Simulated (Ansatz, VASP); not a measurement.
## TaC3: VASP beside Ansatz

```
CELL_PARAMETERS angstrom
3.87179 0.00000 0.00000
-1.93590 3.35307 0.00000
0.00000 0.00000 4.18327
ATOMIC_POSITIONS crystal
Ta 0.00000 0.00000 0.00000
C 0.33333 0.66667 0.00000
C 0.66667 0.33333 0.00000
C 0.00000 0.00000 0.50000
```

Alike in both runs: functional PBE; k mesh 6 × 6 × 4; occupations gaussian, width 0.1 eV; no spin polarisation.

Ansatz relaxed the structure, and its values are those at the end. VASP's run is a single point on that final structure, the one shown.

|  | VASP | Ansatz |
| --- | --- | --- |
| version | VASP 6.6.1 | Ansatz 0.2.0 |
| potentials or method | VASP PAW PBE potentials, release 64 (Ta_pv, C), cutoff 520 eV | scalar-relativistic, plane waves, PAW |
| valence electrons in the cell | 23 | 25 |

```tsv
	VASP	Ansatz	Ansatz less VASP
gap on the k mesh at the Fermi level (eV)	none	none	-
pressure (GPa)	0.4	0.1	-0.35
```

A gap of «none» marks a metal or a gap that the smearing closes. VASP's potentials hold 23 valence electrons a cell and Ansatz's 25, so a difference there can come from the potentials and not from the codes.

The k mesh is coarse, so the values compare programs but aren't converged. Spin-orbit coupling is off throughout.
